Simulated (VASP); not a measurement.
A run of VASP 6.6.1:

The input INCAR:

```
PREC = Accurate ; ENCUT = 520
EDIFF = 1E-8 ; ISMEAR = 0
SIGMA = 0.01 ; LREAL = False
LASPH = True ; NELM = 60
ALGO = Normal ; ISIF = 2
LWAVE = False ; LCHARG = False
GGA = PS ; IBRION = 8
NSW = 1
```

KPOINTS

```
Automatic mesh
0
Gamma
  8 8 8
```

POSCAR

```
BP
1.0
    0.0000000000      2.2600694606      2.2600694606
    2.2600694606      0.0000000000      2.2600694606
    2.2600694606      2.2600694606      0.0000000000
B P
1 1
Direct
    0.0000000000      0.0000000000      0.0000000000
    0.7500000000      0.7500000000      0.7500000000
```

Potentials or basis: VASP PAW PBE potentials, release 64 (B, P).

Command:

```sh
$ cat potpaw_PBE.64/B/POTCAR potpaw_PBE.64/P/POTCAR > POTCAR
$ mpirun -np 1 vasp_std > vasp.out
```

Hardware: 1 thread of Intel Xeon 8259CL, on a shared host.

How long does it take, and how much memory?

It took 64 s on 1 thread of Intel Xeon 8259CL, on a shared host, peak memory 0.18 GiB. Counts: scf iterations 41, k points 29.
